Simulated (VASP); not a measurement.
# Ni (Fm-3m) in VASP: further runs

The runs below take Ni through single point, with PBE, r2SCAN.

Everything below comes from runs of VASP 6.6.1. Logs are shortened: lines on timing, memory, paths and dates and some standing lists are left out, and cuts for length are marked.

## (1) The cell of the first run

The structure is cubic, space group Fm-3m (No. 225). The conventional cell has a = 3.520 Å, b = 3.520 Å, c = 3.520 Å, α = 90.00°, β = 90.00°, γ = 90.00°. Ni (site symmetry m-3m) has 12 Ni at 2.49 Å within 3.3 Å.

## (2) Single point, PBE, collinear spin, ferromagnetic start

INCAR reads:

```
SYSTEM = Ni
ALGO = Normal
EDIFF = 1E-6
ENCUT = 520
GGA = PE
ISIF = 2
ISMEAR = 0
ISPIN = 2
LASPH = .TRUE.
LCHARG = .FALSE.
LMAXMIX = 4
LORBIT = 11
LREAL = .FALSE.
LWAVE = .FALSE.
MAGMOM = 0.8
NBANDS = 15
NELM = 150
PREC = Accurate
SIGMA = 0.05
```

KPOINTS reads:

```
k-points
0
G
  10 10 10
  0 0 0
```

POSCAR reads:

```
Ni
1.0
    0.0000000000      1.7600000000      1.7600000000
    1.7600000000      0.0000000000      1.7600000000
    1.7600000000      1.7600000000      0.0000000000
Ni
1
Direct
    0.0000000000      0.0000000000      0.0000000000
```

Potentials or basis: VASP PAW PBE potentials, release 64 (Ni).

The run is started by

```bash
> cat potpaw_PBE.64/Ni/POTCAR > POTCAR
> mpirun -np 1 vasp_std > vasp.out
```

OUTCAR:

```text
SYSTEM = Ni
   EDIFF = 1E-6
   ENCUT = 520
   GGA = PE
   ISIF = 2
   ISMEAR = 0
   ISPIN = 2
   LASPH = .TRUE.
   LORBIT = 11
   LREAL = .FALSE.
   NELM = 150
   PREC = Accurate

 ion  position               nearest neighbor table
   1  0.000  0.000  0.000-

  LATTYP: Found a face centered cubic cell.
 ALAT       =     3.5200000000

  Lattice vectors:

 A1 = (   0.0000000000,   1.7600000000,   1.7600000000)
 A2 = (   1.7600000000,   0.0000000000,   1.7600000000)
 A3 = (   1.7600000000,   1.7600000000,   0.0000000000)

Analysis of symmetry for initial positions (statically):
=====================================================================
 Subroutine PRICEL returns:
 Original cell was already a primitive cell.

 Routine SETGRP: Setting up the symmetry group for a
 face centered cubic supercell.

 Subroutine GETGRP returns: Found 48 space group operations
 (whereof 48 operations were pure point group operations)
 out of a pool of 48 trial point group operations.

The static configuration has the point symmetry O_h .

Analysis of symmetry for dynamics (positions and initial velocities):
=====================================================================
 Subroutine PRICEL returns:
 Original cell was already a primitive cell.

 Routine SETGRP: Setting up the symmetry group for a
 face centered cubic supercell.

 Subroutine GETGRP returns: Found 48 space group operations
 (whereof 48 operations were pure point group operations)
 out of a pool of 48 trial point group operations.

The dynamic configuration has the point symmetry O_h .

Analysis of structural, dynamic, and magnetic symmetry:
=====================================================================
 Subroutine PRICEL returns:
 Original cell was already a primitive cell.

 Routine SETGRP: Setting up the symmetry group for a
 face centered cubic supercell.

 Subroutine GETGRP returns: Found 48 space group operations
 (whereof 48 operations were pure point group operations)
 out of a pool of 48 trial point group operations.

The overall configuration has the point symmetry O_h .

 Subroutine INISYM returns: Found 48 space group operations
 (whereof 48 operations are pure point group operations),
 and found     1 'primitive' translations

----------------------------------------------------------------------------------------

                                     Primitive cell

  volume of cell :      10.9036

  direct lattice vectors                    reciprocal lattice vectors
     0.000000000  1.760000000  1.760000000    -0.284090909  0.284090909  0.284090909
     1.760000000  0.000000000  1.760000000     0.284090909 -0.284090909  0.284090909
     1.760000000  1.760000000  0.000000000     0.284090909  0.284090909 -0.284090909

  length of vectors
     2.489015870  2.489015870  2.489015870     0.492059889  0.492059889  0.492059889

  position of ions in fractional coordinates (direct lattice)
     0.000000000  0.000000000  0.000000000

  ion indices of the primitive-cell ions
   primitive index   ion index
                 1           1

----------------------------------------------------------------------------------------

 KPOINTS: k-points

Automatic generation of k-mesh.
 Grid dimensions read from file:
 generate k-points for:   10   10   10

 Generating k-lattice:

  Cartesian coordinates                     Fractional coordinates (reciprocal lattice)
    -0.028409091  0.028409091  0.028409091     0.100000000  0.000000000  0.000000000
     0.028409091 -0.028409091  0.028409091     0.000000000  0.100000000  0.000000000
     0.028409091  0.028409091 -0.028409091     0.000000000  0.000000000  0.100000000

  Length of vectors
     0.049205989  0.049205989  0.049205989

  Shift w.r.t. Gamma in fractional coordinates (k-lattice)
     0.000000000  0.000000000  0.000000000

 Subroutine IBZKPT returns following result:
 ===========================================

 Found     47 irreducible k-points:

 Following reciprocal coordinates:
            Coordinates               Weight
  0.000000  0.000000  0.000000      1.000000
  0.100000  0.000000  0.000000      8.000000
  0.200000  0.000000  0.000000      8.000000
  0.300000  0.000000  0.000000      8.000000
  0.400000  0.000000  0.000000      8.000000
  0.500000  0.000000  0.000000      4.000000
[... 16 lines left out ...]
  0.300000  0.300000  0.000000      6.000000
  0.400000  0.300000  0.000000     24.000000
 [... further k-points ...]
   k-points           NKPTS =     47   k-points in BZ     NKDIM =     47   number of bands    NBANDS=     15
   number of dos      NEDOS =    301   number of ions     NIONS =      1
   total plane-waves  NPLWV =   8000
   dimension x,y,z NGX =    20 NGY =   20 NGZ =   20
   dimension x,y,z NGXF=    40 NGYF=   40 NGZF=   40
   ions per type =               1
   NGX,Y,Z   is equivalent  to a cutoff of  13.36, 13.36, 13.36 a.u.
   NGXF,Y,Z  is equivalent  to a cutoff of  26.72, 26.72, 26.72 a.u.
 SYSTEM =  Ni
[... 87 lines left out ...]
      2       6.7478      1.00000
      3       6.9232      1.00000
      4       6.9232      1.00000
      5       7.9943      1.00000
      6       7.9943      1.00000
      7      31.2689      0.00000
      8      34.3078      0.00000
      9      36.1170      0.00000
     10      36.1170      0.00000
     11      40.9675      0.00000
     12      40.9675      0.00000
     13      41.0200      0.00000
     14      46.0704      0.00000
     15      46.4278      0.00000
[... 365 lines left out ...]
      3       7.6793      1.00000
      4       7.9789      1.00000
      5       7.9789      1.00000
      6       8.4813      1.00000
      7      26.7601      0.00000
      8      27.0852      0.00000
      9      27.0852      0.00000
     10      29.7250      0.00000
     11      33.6543      0.00000
     12      50.5686      0.00000
     13      50.5686      0.00000
     14      52.6602      0.00000
     15      52.9101      0.00000

 k-point    24 :       0.4000    0.3000    0.0000
  band No.  band energies     occupation
      1       4.6863      1.00000
      2       5.5043      1.00000
      3       7.5600      1.00000
      4       8.1041      1.00000
      5       8.6576      1.00000
      6       9.3195      0.84706
      7      23.2625      0.00000
      8      24.3284      0.00000
      9      26.2019      0.00000
     10      30.5126      0.00000
     11      34.8735      0.00000
     12      49.6046      0.00000
     13      50.1546      0.00000
     14      54.4208      0.00000
     15      55.7142      0.00000

 [... further k-points ...]

 spin component 2

 k-point     1 :       0.0000    0.0000    0.0000
  band No.  band energies     occupation
      1       0.3250      1.00000
      2       7.7012      1.00000
      3       7.7012      1.00000
      4       7.7012      1.00000
      5       8.6948      1.00000
      6       8.6948      1.00000
      7      32.8939      0.00000
      8      36.8852      0.00000
      9      36.8852      0.00000
     10      36.8852      0.00000
     11      39.9386      0.00000
     12      39.9386      0.00000
     13      39.9386      0.00000
     14      42.6831      0.00000
     15      49.2840      0.00000

 k-point     2 :       0.1000    0.0000    0.0000
  band No.  band energies     occupation
      1       0.7136      1.00000
      2       7.5920      1.00000
      3       7.7848      1.00000
      4       7.7848      1.00000
      5       8.6624      1.00000
      6       8.6624      1.00000
      7      31.2835      0.00000
      8      34.2371      0.00000
      9      36.1755      0.00000
     10      36.1755      0.00000
     11      41.0004      0.00000
     12      41.0304      0.00000
     13      41.0304      0.00000
     14      46.0576      0.00000
     15      46.6334      0.00000
[... 365 lines left out ...]
      3       8.1328      1.00000
      4       8.8965      1.00000
      5       8.8965      1.00000
      6       9.1683      1.00000
      7      26.8394      0.00000
      8      27.1778      0.00000
      9      27.1778      0.00000
     10      29.8683      0.00000
     11      33.8454      0.00000
     12      50.5108      0.00000
     13      50.5108      0.00000
     14      52.6302      0.00000
     15      52.9544      0.00000

 k-point    24 :       0.4000    0.3000    0.0000
  band No.  band energies     occupation
      1       4.9393      1.00000
      2       6.2319      1.00000
      3       8.1689      1.00000
      4       8.9212      1.00000
      5       9.4653      0.00097
      6       9.9262      0.00000
      7      23.3914      0.00000
      8      24.4671      0.00000
      9      26.2793      0.00000
     10      30.6500      0.00000
     11      35.0233      0.00000
     12      49.6129      0.00000
     13      50.1323      0.00000
     14      54.9675      0.00000
     15      56.3470      0.00000

 [... further k-points ...]

------------------------ aborting loop because EDIFF is reached ----------------------------------------

  FORCE on cell =-STRESS in cart. coord.  units (eV):
  Direction    XX          YY          ZZ          XY          YZ          ZX
  --------------------------------------------------------------------------------------
  -------------------------------------------------------------------------------------
  Total        0.0156876      0.0156876      0.0156876      0.0000000      0.0000000     -0.0000000
  in kB        2.3051505      2.3051505      2.3051505      0.0000000      0.0000000     -0.0000000
  external PRESSURE =       2.3051505 kB  Pullay stress =       0.0000000 kB

 VOLUME and BASIS-vectors are now :
 -----------------------------------------------------------------------------
  energy-cutoff  :      520.00
  volume of cell :       10.90
      direct lattice vectors                 reciprocal lattice vectors
     0.000000000  1.760000000  1.760000000    -0.284090909  0.284090909  0.284090909
     1.760000000  0.000000000  1.760000000     0.284090909 -0.284090909  0.284090909
     1.760000000  1.760000000  0.000000000     0.284090909  0.284090909 -0.284090909

 POSITION                                       TOTAL-FORCE (eV/Angst)
 -----------------------------------------------------------------------------------
      0.00000      0.00000      0.00000        -0.000000      0.000000     -0.000000
 -----------------------------------------------------------------------------------
    total drift:                                0.000000      0.000000      0.000000

  FREE ENERGIE OF THE ION-ELECTRON SYSTEM (eV)
  ---------------------------------------------------
  free  energy   TOTEN  =        -5.4736290458 eV

  energy  without entropy=       -5.4711671164  energy(sigma->0) =       -5.47239808

 total charge

# of ion       s       p       d       tot
------------------------------------------
    1        0.499   0.499   8.305   9.304

 magnetization (x)

# of ion       s       p       d       tot
------------------------------------------
    1       -0.003  -0.021   0.761   0.736
```

Wall time 8.3 s (1 thread of Intel Xeon 6975P-C (Granite Rapids), shared host); peak memory 0.13 GiB.

Results:

| Property | Result |
| --- | --- |
| Free energy | -5.4736 eV |
| Pressure | 0.2 GPa |
| Net moment | 0.73 μB per cell |
| Site moments | Ni +0.74 μB |
| Valence electrons inside the program's atomic spheres | Ni 9.30 |

## (3) Single point, r2SCAN, collinear spin, ferromagnetic start

This run uses another cell than the first one, of 10.38 Å³/atom, 0.952 times its volume.

POSCAR reads:

```
Ni
1.0
    0.0000000000      1.7315341311      1.7315341311
    1.7315341311      0.0000000000      1.7315341311
    1.7315341311      1.7315341311      0.0000000000
Ni
1
Direct
    0.0000000000      0.0000000000      0.0000000000
```

INCAR.step1 reads:

```
ALGO = Normal
EDIFF = 1E-4
ENCUT = 520
GGA = PE
ISMEAR = 0
ISPIN = 2
LASPH = T
LCHARG = F
LMAXMIX = 4
LREAL = F
LWAVE = T
MAGMOM = 0.93
NBANDS = 15
NELM = 150
PREC = Accurate
SIGMA = 0.05
```

INCAR.step2 reads:

```
ALGO = Normal
EDIFF = 1E-6
ENCUT = 520
ISIF = 2
ISMEAR = 0
ISPIN = 2
ISTART = 1
LASPH = T
LCHARG = F
LMAXMIX = 4
LMIXTAU = T
LORBIT = 11
LREAL = F
LWAVE = F
MAGMOM = 0.93
METAGGA = R2SCAN
NBANDS = 15
NELM = 150
PREC = Accurate
SIGMA = 0.05
```

KPOINTS reads:

```
k-points
0
Gamma
  20 20 20
```

Potentials or basis: VASP PAW PBE potentials, release 64 (Ni).

The run is started by

```bash
> cat potpaw_PBE.64/Ni/POTCAR > POTCAR
> cp INCAR.step1 INCAR
> mpirun -np 1 vasp_std > vasp.out
> cp INCAR.step2 INCAR
> mpirun -np 1 vasp_std > vasp.out
```

It took 2.1 min on 1 thread of Intel Xeon 6975P-C (Granite Rapids), shared host; peak memory 0.17 GiB.

Results (log left out):

```
Free energy                                           : -11.9415 eV
Pressure                                              : 3.3 GPa
Net moment                                            : 0.72 μB per cell
Site moments                                          : Ni +0.73 μB
Valence electrons inside the program's atomic spheres : Ni 9.43
```

Levels at points of the mesh, in eV from the Fermi level:
Spin up:
```tsv
k point	band 2	band 3	band 4	band 5	band 6	band 7	band 8	band 9
(0.00, 0.00, 0.00)	-3.06	-3.06	-3.06	-1.69	-1.69	24.95	29.48	29.48
(0.50, 0.00, 0.00)	-2.99	-2.99	-1.05	-1.05	-0.49	5.99	23.37	26.49
(0.50, 0.50, 0.00)	-4.96	-0.95	-0.95	-0.93	2.52	9.78	15.87	15.87
```
Spin down:
```
           k point  band 1  band 2  band 3  band 4  band 5  band 6  band 7  band 8  band 9
(0.00, 0.00, 0.00)   -9.99   -1.74   -1.74   -1.74   -0.94   -0.94   24.70   29.59   29.59
(0.50, 0.00, 0.00)   -4.88   -2.08   -2.08   -0.71    0.19    0.19    6.69   23.26   26.77
(0.50, 0.50, 0.00)   -4.94   -3.94   -0.14    0.57    0.57    2.27   10.12   15.93   15.93
```

Caveat: the PAW data sets were made with another functional, which shifts forces and pressure a little.

## (4) Single point, r2SCAN, collinear spin, ferromagnetic start

This run uses another cell than the first one, of 10.53 Å³/atom, 0.965 times its volume.

POSCAR reads:

```
Ni
1.0
    0.0000000000      1.7394930247      1.7394930247
    1.7394930247      0.0000000000      1.7394930247
    1.7394930247      1.7394930247      0.0000000000
Ni
1
Direct
    0.0000000000      0.0000000000      0.0000000000
```

INCAR.step1 reads:

```
PREC = Accurate ; ENCUT = 520
ISMEAR = 0 ; SIGMA = 0.05
LREAL = False ; LASPH = True
NELM = 150 ; ISPIN = 2
MAGMOM = 0.89 ; LMAXMIX = 4
NBANDS = 15 ; GGA = PE
ALGO = Normal ; EDIFF = 1E-4
LWAVE = True ; LCHARG = False
```

INCAR.step2 reads:

```
PREC = Accurate ; ENCUT = 520
EDIFF = 1E-6 ; ISMEAR = 0
SIGMA = 0.05 ; LREAL = False
LASPH = True ; NELM = 150
ALGO = Normal ; ISIF = 2
LWAVE = False ; LCHARG = False
ISPIN = 2 ; MAGMOM = 0.89
LORBIT = 11 ; LMAXMIX = 4
METAGGA = R2SCAN ; LMIXTAU = True
NBANDS = 15 ; ISTART = 1
```

KPOINTS reads:

```
Automatic mesh
0
Gamma
  20 20 20
```

The run is started by

```bash
> cat potpaw_PBE.64/Ni/POTCAR > POTCAR
> cp INCAR.step1 INCAR
> mpirun -np 1 vasp_std > vasp.out
> cp INCAR.step2 INCAR
> mpirun -np 1 vasp_std > vasp.out
```

Wall time 2.4 min (1 thread of Intel Xeon 6975P-C (Granite Rapids), shared host); peak memory 0.17 GiB.

It converged, with:

* Free energy: -11.9431 eV
* Pressure: 0.4 GPa
* Net moment: 0.73 μB per cell
* Site moments: Ni +0.75 μB
* Valence electrons inside the program's atomic spheres: Ni 9.41

Levels at points of the mesh, in eV from the Fermi level:
Spin up:
| k point | band 2 | band 3 | band 4 | band 5 | band 6 | band 7 | band 8 | band 9 |
| --- | --- | --- | --- | --- | --- | --- | --- | --- |
| (0.00, 0.00, 0.00) | -3.04 | -3.04 | -3.04 | -1.70 | -1.70 | 24.83 | 29.24 | 29.24 |
| (0.50, 0.00, 0.00) | -2.96 | -2.96 | -1.07 | -1.07 | -0.47 | 5.88 | 23.25 | 26.23 |
| (0.50, 0.50, 0.00) | -4.90 | -0.98 | -0.98 | -0.95 | 2.50 | 9.64 | 15.73 | 15.73 |
Spin down:
| k point | band 1 | band 2 | band 3 | band 4 | band 5 | band 6 | band 7 | band 8 | band 9 |
| --- | --- | --- | --- | --- | --- | --- | --- | --- | --- |
| (0.00, 0.00, 0.00) | -9.90 | -1.70 | -1.70 | -1.70 | -0.93 | -0.93 | 24.57 | 29.36 | 29.36 |
| (0.50, 0.00, 0.00) | -4.80 | -2.04 | -2.04 | -0.69 | 0.19 | 0.19 | 6.58 | 23.14 | 26.51 |
| (0.50, 0.50, 0.00) | -4.85 | -3.86 | -0.15 | 0.56 | 0.56 | 2.25 | 9.99 | 15.79 | 15.79 |

Caveat: the PAW data sets were made with another functional, which shifts forces and pressure a little.

## (5) Single point, r2SCAN, collinear spin, ferromagnetic start

This run uses another cell than the first one, of 10.53 Å³/atom, 0.965 times its volume.

POSCAR is that of step 4.

INCAR.step1 reads:

```
SYSTEM = Ni
PREC     = Accurate       ! precision mode
ENCUT    = 520            ! plane-wave cutoff, eV
ISMEAR   = 0              ! smearing method
SIGMA    = 0.05           ! smearing width, eV
LREAL    = .False.        ! projectors in reciprocal space
LASPH    = .True.         ! aspherical terms in the spheres
NELM     = 150            ! most SCF steps
ISPIN    = 2              ! spin polarisation
MAGMOM   = 0.5            ! initial moments
LMAXMIX  = 4              ! l up to which the mixer works
NBANDS   = 15             ! bands
GGA      = PE             ! functional
ALGO     = Normal         ! electronic algorithm
EDIFF    = 1E-4           ! SCF threshold, eV
LWAVE    = .True.         ! write WAVECAR
LCHARG   = .False.        ! write CHGCAR
```

INCAR.step2 reads:

```
SYSTEM = Ni
PREC     = Accurate       ! precision mode
ENCUT    = 520            ! plane-wave cutoff, eV
EDIFF    = 1E-7           ! SCF threshold, eV
ISMEAR   = 0              ! smearing method
SIGMA    = 0.05           ! smearing width, eV
LREAL    = .False.        ! projectors in reciprocal space
LASPH    = .True.         ! aspherical terms in the spheres
NELM     = 150            ! most SCF steps
ALGO     = Normal         ! electronic algorithm
ISIF     = 2              ! what is computed and relaxed
LWAVE    = .False.        ! write WAVECAR
LCHARG   = .False.        ! write CHGCAR
ISPIN    = 2              ! spin polarisation
MAGMOM   = 0.5            ! initial moments
LORBIT   = 11             ! projections on sites
LMAXMIX  = 4              ! l up to which the mixer works
METAGGA  = R2SCAN         ! meta-GGA
LMIXTAU  = .True.       
NBANDS   = 15             ! bands
ISTART   = 1
```

KPOINTS reads:

```
Automatic mesh
0
Gamma
  20 20 20
  0 0 0
```

The run is started by

```bash
> cat potpaw_PBE.64/Ni/POTCAR > POTCAR
> cp INCAR.step1 INCAR
> mpirun -np 1 vasp_std > vasp.out
> cp INCAR.step2 INCAR
> mpirun -np 1 vasp_std > vasp.out
```

Run time: 2.7 min. Hardware: 1 thread of Intel Xeon 6975P-C (Granite Rapids), shared host; peak memory 0.17 GiB.

The run converged. Its results:

- Free energy: -11.9431 eV
- Pressure: 0.2 GPa
- Net moment: 0.73 μB per cell
- Site moments: Ni +0.75 μB
- Valence electrons inside the program's atomic spheres: Ni 9.41

Levels at points of the mesh, in eV from the Fermi level:
Spin up:
| k point | band 2 | band 3 | band 4 | band 5 | band 6 | band 7 | band 8 | band 9 |
| --- | --- | --- | --- | --- | --- | --- | --- | --- |
| (0.00, 0.00, 0.00) | -3.04 | -3.04 | -3.04 | -1.70 | -1.70 | 24.83 | 29.24 | 29.24 |
| (0.50, 0.00, 0.00) | -2.96 | -2.96 | -1.07 | -1.07 | -0.47 | 5.88 | 23.25 | 26.23 |
| (0.50, 0.50, 0.00) | -4.90 | -0.98 | -0.98 | -0.95 | 2.50 | 9.64 | 15.73 | 15.73 |
Spin down:
| k point | band 1 | band 2 | band 3 | band 4 | band 5 | band 6 | band 7 | band 8 |
| --- | --- | --- | --- | --- | --- | --- | --- | --- |
| (0.00, 0.00, 0.00) | -9.90 | -1.70 | -1.70 | -1.70 | -0.93 | -0.93 | 24.57 | 29.36 |
| (0.50, 0.00, 0.00) | -4.80 | -2.04 | -2.04 | -0.69 | 0.19 | 0.19 | 6.58 | 23.14 |
| (0.50, 0.50, 0.00) | -4.85 | -3.86 | -0.15 | 0.56 | 0.56 | 2.25 | 9.99 | 15.79 |

Caveat: the PAW data sets were made with another functional, which shifts forces and pressure a little.

## (6) The runs side by side

| level | cell | k mesh | gap on the mesh (eV) | pressure (GPa) | moment (μB) |
| --- | --- | --- | --- | --- | --- |
| PBE | a = 2.489 Å, angles 60.0°, 1 atom | 10 × 10 × 10 | none | 0.2 | 0.73 |
| r2SCAN | a = 2.449 Å, angles 60.0°, 1 atom | 20 × 20 × 20 | none | 3.3 | 0.72 |
| r2SCAN | a = 2.460 Å, angles 60.0°, 1 atom | 20 × 20 × 20 | none | 0.2 | 0.73 |

Alike in all rows: task single point; potentials or basis VASP PAW PBE potentials, release 64 (Ni); spin collinear, ferromagnetic start; cutoff (eV) 520; smearing gaussian 0.05 eV.

Caveats: the PAW data sets were made with another functional, which shifts forces and pressure a little (some runs).

Total energies depend on the potentials used, so only differences within one code and one set of settings carry meaning.
